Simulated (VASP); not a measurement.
# B5W (P-62m) in VASP: notebook

Runs on B5W. Level: PBE. Tasks: single point, relaxation of cell and atoms.

Program: VASP 6.6.1. These are calculated values, not measurements. Logs are shortened: lines on timing, memory, paths and dates and some standing lists are left out, and cuts for length are marked.

## (1) The cell of the first run

The structure is hexagonal, space group P-62m (No. 189). Conventional cell: a = 3.797 Å, b = 3.797 Å, c = 4.863 Å, α = 90.00°, β = 90.00°, γ = 120.00°. B (site symmetry m2m) has 2 W at 1.65 to 2.15 Å and 4 B at 1.95 Å within 2.2 Å. B (site symmetry 3m) has 1 B at 1.27 Å within 1.7 Å. Within 2.2 Å of W (site symmetry -62m) lie 8 B at 1.65 to 2.15 Å.

The cell was generated, and may not be a known phase.

## (2) Single point, PBE

The input, INCAR:

```
SYSTEM = B5W
ALGO     = Normal         ! electronic algorithm
EDIFF    = 1E-6           ! SCF threshold, eV
ENCUT    = 520            ! plane-wave cutoff, eV
GGA      = PE             ! functional
ISIF     = 2              ! what is computed and relaxed
ISMEAR   = 0              ! smearing method
LASPH    = .True.         ! aspherical terms in the spheres
LCHARG   = .True.         ! write CHGCAR
LELF     = .True.         ! ELF
LREAL    = .False.        ! projectors in reciprocal space
LVHAR    = .True.       
LWAVE    = .False.        ! write WAVECAR
NBANDS   = 24             ! bands
NELM     = 100            ! most SCF steps
PREC     = Accurate       ! precision mode
SIGMA    = 0.1            ! smearing width, eV
```

The input, KPOINTS:

```
k-points
0
Gamma
  6 6 4
  0 0 0
```

The input, POSCAR:

```
B5W
1.0
    3.7973093700      0.0000000000      0.0000000000
   -1.8986546800      3.2885663800      0.0000000000
    0.0000000000      0.0000000000      4.8633378500
B W
5 1
Direct
    0.4345687500      0.0000000000      0.0000000000
    0.0000000000      0.4345687500      0.0000000000
    0.5654312500      0.5654312500      0.0000000000
    0.0000000000      0.0000000000      0.6303054400
    0.0000000000      0.0000000000      0.3696945600
    0.0000000000      0.0000000000      0.0000000000
```

Potentials or basis: VASP PAW PBE potentials, release 64 (B, W_sv).

Launch:

```sh
cat potpaw_PBE.64/B/POTCAR potpaw_PBE.64/W_sv/POTCAR > POTCAR
mpirun -np 1 vasp_std > vasp.out
```

OUTCAR:

```text
SYSTEM = B5W
   EDIFF = 1E-6
   ENCUT = 520
   GGA = PE
   ISIF = 2
   ISMEAR = 0
   LASPH = .True.
   LREAL = .False.
   NELM = 100
   PREC = Accurate

 ion  position               nearest neighbor table
   1  0.435  0.000  0.000-   6 1.65   3 1.95   3 1.95   2 1.95   2 1.95   6 2.15
   2  0.000  0.435  0.000-   6 1.65   3 1.95   1 1.95   3 1.95   1 1.95   6 2.15
   3  0.565  0.565  0.000-   6 1.65   1 1.95   1 1.95   2 1.95   2 1.95   6 2.15
   4  0.000  0.000  0.630-   5 1.27   6 1.80
   5  0.000  0.000  0.370-   4 1.27   6 1.80
   6  0.000  0.000  0.000-   2 1.65   1 1.65   3 1.65   4 1.80   5 1.80   2 2.15   1 2.15   3 2.15

  LATTYP: Found a hexagonal cell.
 ALAT       =     3.7973093700
 C/A-ratio  =     1.2807325862

  Lattice vectors:

 A1 = (   3.7973093700,   0.0000000000,   0.0000000000)
 A2 = (  -1.8986546800,   3.2885663800,   0.0000000000)
 A3 = (   0.0000000000,   0.0000000000,   4.8633378500)

Analysis of symmetry for initial positions (statically):
=====================================================================
 Subroutine PRICEL returns:
 Original cell was already a primitive cell.

 Routine SETGRP: Setting up the symmetry group for a
 hexagonal supercell.

 Subroutine GETGRP returns: Found 12 space group operations
 (whereof 12 operations were pure point group operations)
 out of a pool of 24 trial point group operations.

The static configuration has the point symmetry D_3h.

Analysis of symmetry for dynamics (positions and initial velocities):
=====================================================================
 Subroutine PRICEL returns:
 Original cell was already a primitive cell.

 Routine SETGRP: Setting up the symmetry group for a
 hexagonal supercell.

 Subroutine GETGRP returns: Found 12 space group operations
 (whereof 12 operations were pure point group operations)
 out of a pool of 24 trial point group operations.

The dynamic configuration has the point symmetry D_3h.

 Subroutine INISYM returns: Found 12 space group operations
 (whereof 12 operations are pure point group operations),
 and found     1 'primitive' translations

----------------------------------------------------------------------------------------

                                     Primitive cell

  volume of cell :      60.7319

[... 85 lines left out ...]
   ICHARG =      2    charge: 1-file 2-atom 10-const
   ISPIN  =      1    spin polarized calculation?
   LNONCOLLINEAR =      F non collinear calculations
   LSORBIT =      F    spin-orbit coupling
   LASPH  =      T    aspherical Exc in radial PAW
   ENCUT  =  520.0 eV  38.22 Ry    6.18 a.u.   7.06  7.06  9.04*2*pi/ulx,y,z
   NELM   =    100;   NELMIN=  2; NELMDL= -5     # of ELM steps
   EDIFF  = 0.1E-05   stopping-criterion for ELM
   LREAL  =      F    real-space projection
[... 7 lines left out ...]
   TEBEG  =    0.0;   TEEND  =   0.0 temperature during run
   PSTRESS=    0.0 pullay stress
   NELECT =      29.0000    total number of electrons
   NUPDOWN=      -1.0000    fix difference up-down
   EMIN   =  10.00;   EMAX   =-10.00  energy-range for DOS
   EFERMI =   0.00;   METHOD = LEGACY
   ISMEAR =     0;   SIGMA  =   0.10  broadening in eV -4-tet -1-fermi 0-gaus
   EFERMI_NEDOS =   21; number of points for ismear=-14 and -15
   IALGO  =     38    algorithm
   IMIX   =      4    mixing-type and parameters
     AMIX     =   0.40;   BMIX     =  1.00
     AMIX_MAG =   1.60;   BMIX_MAG =  1.00
  volume/ion in A,a.u.               =      10.12        68.31
  Fermi-wavevector in a.u.,A,eV,Ry     =   1.279583  2.418061 22.277266  1.637333
  Thomas-Fermi vector in A             =   2.412060
   LORBIT       =      0    0 simple, 1 ext, 2 COOP (PROOUT), +10 PAW based schemes
   GGA     = PE    functional components
   LHFCALC =     F    Hartree Fock is set to
   AEXX    =    0.0000 exact exchange contribution
   IVDW    =     0    specifies the selected vdW correction
   LEPSILON=     F    determine dielectric tensor
   LRPA    =     F    only Hartree local field effects (RPA)
 non-spin polarized calculation
 Gauss-broadening in eV      SIGMA  =   0.10
  energy-cutoff  :      520.00
  volume of cell :       60.73
 maximum number of plane-waves:      1656
   NGX = 15   NGY = 15   NGZ = 19

 number of electron      29.0000001 magnetization

 Free energy of the ion-electron system (eV)
  ---------------------------------------------------
  ext. energy  EPLUGINS =         0.00000000
  ---------------------------------------------------
  free energy    TOTEN  =       -24.56630799 eV

  energy without entropy =      -24.54566336  energy(sigma->0) =      -24.55598568

 E-fermi :   5.1460     XC(G=0): -10.7767

 val. band max:        5.1353077036   @ k =   0.3333   0.1667   0.2500
 cond. band min:       5.1497158845   @ k =   0.3333   0.0000   0.2500
 fundamental gap:      0.0144081808
 Fermi energy:         5.1460347101

 k-point     1 :       0.0000    0.0000    0.0000
  band No.  band energies     occupation
      1     -66.7603      2.00000
      2     -32.3252      2.00000
      3     -32.3252      2.00000
      4     -31.8350      2.00000
      5      -7.7797      2.00000
      6      -3.5520      2.00000
[... 556 lines left out ...]
     23      13.3618      0.00000
     24      13.6836      0.00000

------------------------ aborting loop because EDIFF is reached ----------------------------------------

  FORCE on cell =-STRESS in cart. coord.  units (eV):
  Direction    XX          YY          ZZ          XY          YZ          ZX
  --------------------------------------------------------------------------------------
  -------------------------------------------------------------------------------------
  Total       49.6256794     49.6256794     50.0394119      0.0000001      0.0000000     -0.0000000
  in kB     1309.1819653   1309.1819649   1320.0966990      0.0000020      0.0000000     -0.0000000
  external PRESSURE =    1312.8202097 kB  Pullay stress =       0.0000000 kB

 VOLUME and BASIS-vectors are now :
 -----------------------------------------------------------------------------
  energy-cutoff  :      520.00
  volume of cell :       60.73
      direct lattice vectors                 reciprocal lattice vectors
     3.797309370  0.000000000  0.000000000     0.263344358  0.152041936  0.000000000
    -1.898654680  3.288566380  0.000000000     0.000000000  0.304083873  0.000000000
     0.000000000  0.000000000  4.863337850     0.000000000  0.000000000  0.205620097

 POSITION                                       TOTAL-FORCE (eV/Angst)
 -----------------------------------------------------------------------------------
      1.65019      0.00000      0.00000        15.921839      0.000000     -0.000000
     -0.82510      1.42911      0.00000        -7.960920     13.788717     -0.000000
      1.07356      1.85946      0.00000        -7.960920    -13.788717     -0.000000
      0.00000      0.00000      3.06539        -0.000000      0.000000      9.703467
      0.00000      0.00000      1.79795        -0.000000      0.000000     -9.703467
      0.00000      0.00000      0.00000        -0.000000      0.000000     -0.000000
 -----------------------------------------------------------------------------------
    total drift:                                0.000000      0.000000      0.000000

  FREE ENERGIE OF THE ION-ELECTRON SYSTEM (eV)
  ---------------------------------------------------
  free  energy   TOTEN  =       -24.5663079920 eV

  energy  without entropy=      -24.5456633613  energy(sigma->0) =      -24.55598568
```

OSZICAR:

```text
N       E                     dE             d eps       ncg     rms          rms(c)
DAV:   1     0.220934792489E+03    0.22093E+03   -0.13743E+04  1008   0.117E+03
DAV:   2    -0.189251174344E+02   -0.23986E+03   -0.22754E+03  1200   0.342E+02
DAV:   3    -0.283804368197E+02   -0.94553E+01   -0.93242E+01  1312   0.656E+01
DAV:   4    -0.284895527239E+02   -0.10912E+00   -0.10908E+00  1120   0.758E+00
DAV:   5    -0.284913232660E+02   -0.17705E-02   -0.17705E-02  1304   0.938E-01    0.609E+01
DAV:   6    -0.254979629745E+02    0.29934E+01   -0.24409E+00  1136   0.772E+00    0.385E+01
DAV:   7    -0.246761838132E+02    0.82178E+00   -0.38187E+00  1184   0.105E+01    0.629E+00
DAV:   8    -0.245759430621E+02    0.10024E+00   -0.56666E-01  1168   0.382E+00    0.962E-01
DAV:   9    -0.245636837744E+02    0.12259E-01   -0.60263E-02  1152   0.107E+00    0.835E-01
DAV:  10    -0.245659252495E+02   -0.22415E-02   -0.47303E-03  1232   0.382E-01    0.109E-01
DAV:  11    -0.245661856050E+02   -0.26036E-03   -0.71341E-04  1096   0.154E-01    0.384E-02
DAV:  12    -0.245662986683E+02   -0.11306E-03   -0.13263E-04  1168   0.609E-02    0.750E-03
DAV:  13    -0.245663079717E+02   -0.93034E-05   -0.20418E-05  1112   0.219E-02    0.414E-03
DAV:  14    -0.245663079920E+02   -0.20279E-07   -0.40714E-07   912   0.399E-03
   1 F= -.24566308E+02 E0= -.24555986E+02  d E =-.206446E-01
```

stdout:

```text
POSCAR found type information on POSCAR B W
 POSCAR found :  2 types and       6 ions
 scaLAPACK will be used
 LDA part: xc-table for (Slater+PW92), standard interpolation
 POSCAR, INCAR and KPOINTS ok, starting setup
 FFT: planning ... GRIDC
 FFT: planning ... GRID_SOFT
 FFT: planning ... GRID
 WAVECAR not read
 entering main loop
```

Wall time 14 s (1 thread of Intel Xeon Platinum 8559C (Emerald Rapids), shared host); peak memory 0.18 GiB.

What came out:

```
Free energy            : -24.5663 eV
Pressure               : 131.3 GPa
Largest force          : 15.922 eV/Å
Band gap on the k mesh : zero (an odd number of electrons rules out a gap without spin polarisation)
```

Forces on the atoms (eV/Å):
```
B    15.922   0.000   0.000
B    -7.961  13.789   0.000
B    -7.961 -13.789   0.000
B     0.000   0.000   9.703
B     0.000   0.000  -9.703
W     0.000   0.000   0.000
```

Caveat: the cell stands under pressure; spin-orbit coupling is left out, which moves the levels of the heavy elements; an odd number of electrons without spin polarisation forces a metal; a magnetic or distorted state may lie lower.

## (3) Relaxation of cell and atoms, PBE

The input, INCAR:

```
SYSTEM = B5W
PREC = Accurate
ENCUT = 600
EDIFF = 1E-6
ISMEAR = 0
SIGMA = 0.1
LREAL = .False.
LASPH = .True.
NELM = 80
ALGO = Normal
ISIF = 3
LWAVE = .False.
LCHARG = .False.
GGA = PE
IBRION = 2
NSW = 90
EDIFFG = -0.04
```

The input, KPOINTS:

```
Automatic mesh
0
Gamma
  6 6 4
  0 0 0
```

POSCAR is that of step 2.

Potentials or basis: VASP PAW PBE potentials, release 64 (B, W_sv).

Launch:

```sh
cat potpaw_PBE.64/B/POTCAR potpaw_PBE.64/W_sv/POTCAR > POTCAR
mpirun -np 1 vasp_std > vasp.out
```

OUTCAR:

```text
SYSTEM = B5W
   PREC = Accurate
   ENCUT = 600
   EDIFF = 1E-6
   ISMEAR = 0
   LREAL = .False.
   LASPH = .True.
   NELM = 80
   ISIF = 3
   GGA = PE
   IBRION = 2
   NSW = 90
   EDIFFG = -0.04

 ion  position               nearest neighbor table
   1  0.435  0.000  0.000-   6 1.65   3 1.95   3 1.95   2 1.95   2 1.95   6 2.15
   2  0.000  0.435  0.000-   6 1.65   3 1.95   1 1.95   3 1.95   1 1.95   6 2.15
   3  0.565  0.565  0.000-   6 1.65   1 1.95   1 1.95   2 1.95   2 1.95   6 2.15
   4  0.000  0.000  0.630-   5 1.27   6 1.80
   5  0.000  0.000  0.370-   4 1.27   6 1.80
   6  0.000  0.000  0.000-   2 1.65   1 1.65   3 1.65   4 1.80   5 1.80   2 2.15   1 2.15   3 2.15

  LATTYP: Found a hexagonal cell.
 ALAT       =     3.7973093700
 C/A-ratio  =     1.2807325862

  Lattice vectors:

 A1 = (   3.7973093700,   0.0000000000,   0.0000000000)
 A2 = (  -1.8986546800,   3.2885663800,   0.0000000000)
 A3 = (   0.0000000000,   0.0000000000,   4.8633378500)

Analysis of symmetry for initial positions (statically):
=====================================================================
 Subroutine PRICEL returns:
 Original cell was already a primitive cell.

 Routine SETGRP: Setting up the symmetry group for a
 hexagonal supercell.

 Subroutine GETGRP returns: Found 12 space group operations
 (whereof 12 operations were pure point group operations)
 out of a pool of 24 trial point group operations.

The static configuration has the point symmetry D_3h.

Analysis of symmetry for dynamics (positions and initial velocities):
=====================================================================
 Subroutine PRICEL returns:
 Original cell was already a primitive cell.

 Routine SETGRP: Setting up the symmetry group for a
 hexagonal supercell.

 Subroutine GETGRP returns: Found 12 space group operations
 (whereof 12 operations were pure point group operations)
 out of a pool of 24 trial point group operations.

The dynamic configuration has the point symmetry D_3h.

 Subroutine INISYM returns: Found 12 space group operations
 (whereof 12 operations are pure point group operations),
 and found     1 'primitive' translations
[... 101 lines left out ...]
   EDIFFG = -.4E-01   stopping-criterion for IOM
   NSW    =     90    number of steps for IOM
   IBRION =      2    ionic relax: 0-MD 1-quasi-New 2-CG
   NFREE  =      1    steps in history (QN), initial steepest desc. (CG)
   ISIF   =      3    stress and relaxation
   ISYM   =      2    0-nonsym 1-usesym 2-fastsym
   POTIM  = 0.5000    time-step for ionic-motion
   TEBEG  =    0.0;   TEEND  =   0.0 temperature during run
   PSTRESS=    0.0 pullay stress
   NELECT =      29.0000    total number of electrons
   NUPDOWN=      -1.0000    fix difference up-down
   EMIN   =  10.00;   EMAX   =-10.00  energy-range for DOS
   EFERMI =   0.00;   METHOD = LEGACY
   ISMEAR =     0;   SIGMA  =   0.10  broadening in eV -4-tet -1-fermi 0-gaus
   EFERMI_NEDOS =   21; number of points for ismear=-14 and -15
   IALGO  =     38    algorithm
   IMIX   =      4    mixing-type and parameters
     AMIX     =   0.40;   BMIX     =  1.00
     AMIX_MAG =   1.60;   BMIX_MAG =  1.00
  volume/ion in A,a.u.               =      10.12        68.31
  Fermi-wavevector in a.u.,A,eV,Ry     =   1.279583  2.418061 22.277266  1.637333
  Thomas-Fermi vector in A             =   2.412060
   LORBIT       =      0    0 simple, 1 ext, 2 COOP (PROOUT), +10 PAW based schemes
   GGA     = PE    functional components
   LHFCALC =     F    Hartree Fock is set to
   AEXX    =    0.0000 exact exchange contribution
   IVDW    =     0    specifies the selected vdW correction
   LEPSILON=     F    determine dielectric tensor
   LRPA    =     F    only Hartree local field effects (RPA)
 conjugate gradient relaxation of ions
 non-spin polarized calculation
 Gauss-broadening in eV      SIGMA  =   0.10
  energy-cutoff  :      600.00
  volume of cell :       60.73
 maximum number of plane-waves:      2048
   NGX = 15   NGY = 15   NGZ = 19

--------------------------------------- Ionic step        1  -------------------------------------------

 number of electron      29.0000001 magnetization

 Free energy of the ion-electron system (eV)
  ---------------------------------------------------
  ext. energy  EPLUGINS =         0.00000000
  ---------------------------------------------------
  free energy    TOTEN  =       -24.57354295 eV

  energy without entropy =      -24.55289570  energy(sigma->0) =      -24.56321932

 E-fermi :   5.1454     XC(G=0): -10.7767

 val. band max:        5.1347696123   @ k =   0.3333   0.1667   0.2500
 cond. band min:       5.1491252945   @ k =   0.3333   0.0000   0.2500
 fundamental gap:      0.0143556822
 Fermi energy:         5.1454439686
[... 1439 lines left out ...]
      5      -7.9698      2.00000
      6      -7.1456      2.00000
[... 10 lines left out ...]
     17       1.5156      0.00000
     18       3.3880      0.00000

[... ionic steps 4 to 16 ...]

--------------------------------------- Ionic step       17  -------------------------------------------

 number of electron      29.0000001 magnetization

------------------------ aborting loop because EDIFF is reached ----------------------------------------
[... 75 lines left out ...]
--------------------------------------- Ionic step       19  -------------------------------------------

 number of electron      29.0000001 magnetization

 Free energy of the ion-electron system (eV)
  ---------------------------------------------------
  ext. energy  EPLUGINS =         0.00000000
  ---------------------------------------------------
  free energy    TOTEN  =       -39.31824613 eV

  energy without entropy =      -39.30991360  energy(sigma->0) =      -39.31407987

 E-fermi :   2.0612     XC(G=0):  -8.9888

 val. band max:        2.0566668599   @ k =   0.3333   0.3333   0.0000
 cond. band min:       2.1437491816   @ k =   0.1667   0.1667   0.0000
 fundamental gap:      0.0870823217
 Fermi energy:         2.0611691071
[... 472 lines left out ...]
  FREE ENERGIE OF THE ION-ELECTRON SYSTEM (eV)
  ---------------------------------------------------
  free  energy   TOTEN  =       -39.3182461341 eV

  energy  without entropy=      -39.3099136021  energy(sigma->0) =      -39.31407987

 reached required accuracy - stopping structural energy minimisation
```

Wall time 3.2 min (1 thread of Intel Xeon Platinum 8559C (Emerald Rapids), shared host); peak memory 0.2 GiB.

Results:

```
Free energy                           : -39.3182 eV
Relaxed volume                        : 15.64 Å³/atom
Relaxed cell                          : a = 4.314 Å, b = 4.314 Å, c = 5.823 Å, α = 90.00°, β = 90.00°, γ = 120.00°
Space group after relaxing (to 0.1 Å) : P6/mmm (No. 191)
Energy gained by relaxing             : 2457.5 meV/atom
Ionic steps                           : 19
Pressure after relaxing               : 0.0 GPa
Largest force after relaxing          : 0.008 eV/Å
Band gap on the k mesh                : zero (an odd number of electrons rules out a gap without spin polarisation)
```

Forces in eV/Å, atoms in the order of the input:
```
B    0.006  0.000  0.000
B   -0.003  0.005  0.000
B   -0.003 -0.005  0.000
B    0.000  0.000 -0.008
B    0.000  0.000  0.008
W    0.000  0.000  0.000
```

The path:
```tsv
step	energy change (eV)	largest force (eV/Å)	pressure (GPa)	volume (Å³)
1	0.0000	15.9204	131.27	60.73
2	-2.9921	5.2040	4.60	166.68
3	-3.7063	5.8710	4.31	156.77
4	-4.5419	6.6923	4.20	146.61
5	-10.2030	10.8261	11.37	97.45
6	-11.2344	11.1173	37.46	77.65
7	-11.2191	11.4015	24.10	84.87
8	-9.1036	9.1416	-16.04	133.11
9	-14.0828	2.2327	-6.37	101.43
10	-14.1733	2.3612	-3.95	99.07
11	-14.1881	2.4408	-2.29	97.64
12	-14.6749	0.9066	0.48	93.60
13	-14.7168	0.3970	2.38	92.03
14	-14.7171	0.3638	2.22	92.14
15	-14.7422	0.2305	-0.36	94.13
16	-14.7444	0.1129	0.20	93.68
17	-14.7444	0.1223	0.16	93.71
18	-14.7445	0.0943	-0.16	93.94
19	-14.7447	0.0080	-0.02	93.83
```

Final structure:
```yaml
crystal:
  lattice:
    - [4.31356, 0.00000, 0.00000]
    - [-2.15678, 3.73565, 0.00000]
    - [0.00000, 0.00000, 5.82301]
  atoms:
    - { symbol: B, position: [0.49993, 0.00000, 0.00000] }
    - { symbol: B, position: [0.00000, 0.49993, 0.00000] }
    - { symbol: B, position: [0.50007, 0.50007, 0.00000] }
    - { symbol: B, position: [0.00000, 0.00000, 0.64187] }
    - { symbol: B, position: [0.00000, 0.00000, 0.35813] }
    - { symbol: W, position: [0.00000, 0.00000, 0.00000] }
```

Caveat: the volume moved by over 15 % at a fixed basis, so the end points are rough; spin-orbit coupling is left out, which moves the levels of the heavy elements; an odd number of electrons without spin polarisation forces a metal; a magnetic or distorted state may lie lower.

The gap in the log of VASP goes by the Fermi energy; the results here count the filled bands.